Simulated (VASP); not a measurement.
# BeH (Pnma) in VASP: notebook, part 2 of 3

VASP 6.6.1.

### Step 3. Single point, PBE

This run uses another cell than the first one, of 7.64 Å³/atom.

File INCAR:

```
SYSTEM = BeH
ALGO     = Normal         ! electronic algorithm
EDIFF    = 1E-6           ! SCF threshold, eV
ENCUT    = 520            ! plane-wave cutoff, eV
GGA      = PE             ! functional
ISIF     = 2              ! what is computed and relaxed
ISMEAR   = 0              ! smearing method
LASPH    = .True.         ! aspherical terms in the spheres
LCHARG   = .False.        ! write CHGCAR
LREAL    = .False.        ! projectors in reciprocal space
LWAVE    = .False.        ! write WAVECAR
NBANDS   = 16             ! bands
NELM     = 60             ! most SCF steps
PREC     = Accurate       ! precision mode
SIGMA    = 0.1            ! smearing width, eV
```

File KPOINTS:

```
k-points
0
Gamma
  4 6 4
  0 0 0
```

File POSCAR:

```
BeH
1.0
    5.1105937142      0.0000000000      0.0000000000
    0.0000000000      3.0178937019      0.0000000000
    0.0000000000      0.0000000000      3.9651158127
Be H
4 4
Direct
    0.1770000000      0.2500000000      0.1340000000
    0.3230000000      0.7500000000      0.6340000000
    0.6770000000      0.2500000000      0.3660000000
    0.8230000000      0.7500000000      0.8660000000
    0.0400000000      0.2500000000      0.6300000000
    0.4600000000      0.7500000000      0.1300000000
    0.5400000000      0.2500000000      0.8700000000
    0.9600000000      0.7500000000      0.3700000000
```

Potentials or basis: VASP PAW PBE potentials, release 64 (Be, H).

Run with:

```sh
$ cat potpaw_PBE.64/Be/POTCAR potpaw_PBE.64/H/POTCAR > POTCAR
$ mpirun -np 1 vasp_std > vasp.out
```

OUTCAR:

```text
SYSTEM = BeH
   EDIFF = 1E-6
   ENCUT = 520
   GGA = PE
   ISIF = 2
   ISMEAR = 0
   LASPH = .True.
   LREAL = .False.
   NELM = 60
   PREC = Accurate

 ion  position               nearest neighbor table
   1  0.177  0.250  0.134-
   2  0.323  0.750  0.634-
   3  0.677  0.250  0.366-
   4  0.823  0.750  0.866-
   5  0.040  0.250  0.630-
   6  0.460  0.750  0.130-
   7  0.540  0.250  0.870-
   8  0.960  0.750  0.370-

  LATTYP: Found a simple orthorhombic cell.
 ALAT       =     3.0178937019
 B/A-ratio  =     1.3138686131
 C/A-ratio  =     1.6934306569

  Lattice vectors:

 A1 = (   0.0000000000,   3.0178937019,   0.0000000000)
 A2 = (   0.0000000000,   0.0000000000,   3.9651158127)
 A3 = (   5.1105937142,   0.0000000000,   0.0000000000)

Analysis of symmetry for initial positions (statically):
=====================================================================
 Subroutine PRICEL returns:
 Original cell was already a primitive cell.

 Routine SETGRP: Setting up the symmetry group for a
 simple orthorhombic supercell.

 Subroutine GETGRP returns: Found  8 space group operations
 (whereof  2 operations were pure point group operations)
 out of a pool of  8 trial point group operations.

The static configuration has the point symmetry S_2 .
 The point group associated with its full space group is D_2h.

Analysis of symmetry for dynamics (positions and initial velocities):
=====================================================================
 Subroutine PRICEL returns:
 Original cell was already a primitive cell.

 Routine SETGRP: Setting up the symmetry group for a
 simple orthorhombic supercell.

 Subroutine GETGRP returns: Found  8 space group operations
 (whereof  2 operations were pure point group operations)
 out of a pool of  8 trial point group operations.

The dynamic configuration has the point symmetry S_2 .
 The point group associated with its full space group is D_2h.

 Subroutine INISYM returns: Found  8 space group operations
 (whereof  2 operations are pure point group operations),
 and found     1 'primitive' translations

----------------------------------------------------------------------------------------

                                     Primitive cell

  volume of cell :      61.1549

  direct lattice vectors                    reciprocal lattice vectors
     5.110593714  0.000000000  0.000000000     0.195671982  0.000000000  0.000000000
     0.000000000  3.017893702  0.000000000     0.000000000  0.331356933  0.000000000
     0.000000000  0.000000000  3.965115813     0.000000000  0.000000000  0.252199443

  length of vectors
     5.110593714  3.017893702  3.965115813     0.195671982  0.331356933  0.252199443

  position of ions in fractional coordinates (direct lattice)
     0.177000000  0.250000000  0.134000000
     0.323000000  0.750000000  0.634000000
     0.677000000  0.250000000  0.366000000
     0.823000000  0.750000000  0.866000000
     0.040000000  0.250000000  0.630000000
     0.460000000  0.750000000  0.130000000
     0.540000000  0.250000000  0.870000000
     0.960000000  0.750000000  0.370000000

  ion indices of the primitive-cell ions
[... 43 lines left out ...]
  0.500000  0.166667  0.000000      2.000000
[... 16 lines left out ...]
  0.250000  0.500000  0.250000      4.000000
  0.500000  0.500000  0.250000      2.000000
 [... further k-points ...]
   k-points           NKPTS =     36   k-points in BZ     NKDIM =     36   number of bands    NBANDS=     16
   number of dos      NEDOS =    301   number of ions     NIONS =      8
   total plane-waves  NPLWV =  28800
   dimension x,y,z NGX =    40 NGY =   24 NGZ =   30
   dimension x,y,z NGXF=    80 NGYF=   48 NGZF=   60
   ions per type =               4   4
   NGX,Y,Z   is equivalent  to a cutoff of  13.01, 13.22, 12.58 a.u.
   NGXF,Y,Z  is equivalent  to a cutoff of  26.02, 26.44, 25.16 a.u.
 SYSTEM =  BeH
   PREC   = accura    normal or accurate (medium, high low for compatibility)
   ISTART =      0    job   : 0-new  1-cont  2-samecut
   ICHARG =      2    charge: 1-file 2-atom 10-const
   ISPIN  =      1    spin polarized calculation?
   LNONCOLLINEAR =      F non collinear calculations
   LSORBIT =      F    spin-orbit coupling
   LASPH  =      T    aspherical Exc in radial PAW
   ENCUT  =  520.0 eV  38.22 Ry    6.18 a.u.   9.50  5.61  7.37*2*pi/ulx,y,z
   NELM   =     60;   NELMIN=  2; NELMDL= -5     # of ELM steps
   EDIFF  = 0.1E-05   stopping-criterion for ELM
   LREAL  =      F    real-space projection
   EDIFFG = 0.1E-04   stopping-criterion for IOM
   NSW    =      0    number of steps for IOM
   IBRION =     -1    ionic relax: 0-MD 1-quasi-New 2-CG
   NFREE  =      0    steps in history (QN), initial steepest desc. (CG)
   ISIF   =      2    stress and relaxation
   ISYM   =      2    0-nonsym 1-usesym 2-fastsym
   POTIM  = 0.5000    time-step for ionic-motion
   TEBEG  =    0.0;   TEEND  =   0.0 temperature during run
   PSTRESS=    0.0 pullay stress
   NELECT =      12.0000    total number of electrons
   NUPDOWN=      -1.0000    fix difference up-down
   EMIN   =  10.00;   EMAX   =-10.00  energy-range for DOS
   EFERMI =   0.00;   METHOD = LEGACY
   ISMEAR =     0;   SIGMA  =   0.10  broadening in eV -4-tet -1-fermi 0-gaus
   EFERMI_NEDOS =   21; number of points for ismear=-14 and -15
   IALGO  =     38    algorithm
   IMIX   =      4    mixing-type and parameters
     AMIX     =   0.40;   BMIX     =  1.00
     AMIX_MAG =   1.60;   BMIX_MAG =  1.00
  volume/ion in A,a.u.               =       7.64        51.59
  Fermi-wavevector in a.u.,A,eV,Ry     =   0.951316  1.797727 12.313305  0.905002
  Thomas-Fermi vector in A             =   2.079775
   LORBIT       =      0    0 simple, 1 ext, 2 COOP (PROOUT), +10 PAW based schemes
   GGA     = PE    functional components
   LHFCALC =     F    Hartree Fock is set to
   AEXX    =    0.0000 exact exchange contribution
   IVDW    =     0    specifies the selected vdW correction
   LEPSILON=     F    determine dielectric tensor
   LRPA    =     F    only Hartree local field effects (RPA)
 non-spin polarized calculation
 Gauss-broadening in eV      SIGMA  =   0.10
  energy-cutoff  :      520.00
  volume of cell :       61.15
 maximum number of plane-waves:      1663
 NGX is ok and might be reduce to    40
   NGX = 19   NGY = 11   NGZ = 15

 number of electron      12.0000001 magnetization

 Free energy of the ion-electron system (eV)
  ---------------------------------------------------
  ext. energy  EPLUGINS =         0.00000000
  ---------------------------------------------------
  free energy    TOTEN  =       -22.06601770 eV

  energy without entropy =      -22.05092495  energy(sigma->0) =      -22.05847133

 E-fermi :   3.7153     XC(G=0):  -9.6054

 val. band max:        3.6654343400   @ k =   0.0000   0.5000   0.2500
 cond. band min:       3.7582968293   @ k =   0.2500   0.1667   0.0000
 fundamental gap:      0.0928624893
 Fermi energy:         3.7152978980

 k-point     1 :       0.0000    0.0000    0.0000
  band No.  band energies     occupation
      1      -7.3426      2.00000
      2      -4.0407      2.00000
      3      -0.6293      2.00000
      4       0.6063      2.00000
      5       1.5754      2.00000
      6       4.8463      0.00000
[... 433 lines left out ...]
      3      -2.4301      2.00000
      4      -2.4301      2.00000
      5       3.0435      2.00000
      6       3.0435      2.00000
[... 8 lines left out ...]
     15      10.7554      0.00000
     16      10.7554      0.00000

 [... further k-points ...]

------------------------ aborting loop because EDIFF is reached ----------------------------------------

  FORCE on cell =-STRESS in cart. coord.  units (eV):
  Direction    XX          YY          ZZ          XY          YZ          ZX
  --------------------------------------------------------------------------------------
  -------------------------------------------------------------------------------------
  Total       -8.1869621     -8.5086313     -5.9486913      0.0000000      0.0000000      0.0000000
  in kB     -214.4876000   -222.9149089   -155.8478587      0.0000000      0.0000000      0.0000000
  external PRESSURE =    -197.7501225 kB  Pullay stress =       0.0000000 kB

 VOLUME and BASIS-vectors are now :
 -----------------------------------------------------------------------------
  energy-cutoff  :      520.00
  volume of cell :       61.15
      direct lattice vectors                 reciprocal lattice vectors
     5.110593714  0.000000000  0.000000000     0.195671982  0.000000000  0.000000000
     0.000000000  3.017893702  0.000000000     0.000000000  0.331356933  0.000000000
     0.000000000  0.000000000  3.965115813     0.000000000  0.000000000  0.252199443

 POSITION                                       TOTAL-FORCE (eV/Angst)
 -----------------------------------------------------------------------------------
      0.90458      0.75447      0.53133        -0.075134      0.000000     -0.116004
      1.65072      2.26342      2.51388         0.075134      0.000000     -0.116004
      3.45987      0.75447      1.45123        -0.075134     -0.000000      0.116004
      4.20602      2.26342      3.43379         0.075134     -0.000000      0.116004
      0.20442      0.75447      2.49802         0.168814      0.000000      0.308819
      2.35087      2.26342      0.51547        -0.168814      0.000000      0.308819
      2.75972      0.75447      3.44965         0.168814     -0.000000     -0.308819
      4.90617      2.26342      1.46709        -0.168814     -0.000000     -0.308819
 -----------------------------------------------------------------------------------
    total drift:                                0.000000      0.000000      0.000000

  FREE ENERGIE OF THE ION-ELECTRON SYSTEM (eV)
  ---------------------------------------------------
  free  energy   TOTEN  =       -22.0660177026 eV

  energy  without entropy=      -22.0509249479  energy(sigma->0) =      -22.05847133
```

Run time: 15 s. Hardware: 1 thread of AMD EPYC 9R45 (Zen 5), shared host; peak memory 0.14 GiB.

Results:

| Quantity | Value |
| --- | --- |
| Free energy | -22.0660 eV |
| Pressure | -19.8 GPa |
| Largest force | 0.352 eV/Å |
| Band gap on the k mesh | zero (bands 6 and 7 overlap by 3.99 eV) |

Forces on the atoms (eV/Å):
```
Be  -0.075  0.000 -0.116
Be   0.075  0.000 -0.116
Be  -0.075  0.000  0.116
Be   0.075  0.000  0.116
H    0.169  0.000  0.309
H   -0.169  0.000  0.309
H    0.169  0.000 -0.309
H   -0.169  0.000 -0.309
```

Stress tensor (GPa, compression positive):
```
-21.45   0.00   0.00
  0.00 -22.29   0.00
  0.00   0.00 -15.58
```

Caveat: the k points lie up to 0.40 Å⁻¹ apart, too coarse for converged energies and pressures of a metal.

(Part 2 of 3 ends here.)

The gap in the log of VASP goes by the Fermi energy; the results here count the filled bands.